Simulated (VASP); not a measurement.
A run of VASP 6.6.1:

The input INCAR:

```
SYSTEM = Al
PREC = Accurate
ENCUT = 520
EDIFF = 1E-6
ISMEAR = -1
SIGMA = 0.1
LREAL = .FALSE.
LASPH = .TRUE.
NELM = 60
ALGO = Normal
ISIF = 2
LWAVE = .FALSE.
LCHARG = .TRUE.
LELF = .TRUE.
LVHAR = .TRUE.
NBANDS = 8
```

The input KPOINTS:

```
Automatic mesh
0
G
  22 22 22
  0 0 0
```

POSCAR

```
Al
1.0
    0.0000000000      1.9916090303      1.9916090303
    1.9916090303      0.0000000000      1.9916090303
    1.9916090303      1.9916090303      0.0000000000
Al
1
Direct
    0.0000000000      0.0000000000      0.0000000000
```

Potentials or basis: VASP PAW LDA potentials, release 64 (Al).

The run is started by

```sh
$ cat potpaw_LDA.64/Al/POTCAR > POTCAR
$ mpirun -np 1 vasp_std > vasp.out
```

Hardware: 1 thread of AMD EPYC 9R45 96-Core Processor (Zen 5), with other jobs on the host.

Question: Estimate the wall time of this run.

Answer: It took 18 s on 1 thread of AMD EPYC 9R45 96-Core Processor (Zen 5) (shared host), peak memory 0.11 GiB. Counts: scf iterations 9, k points 328.
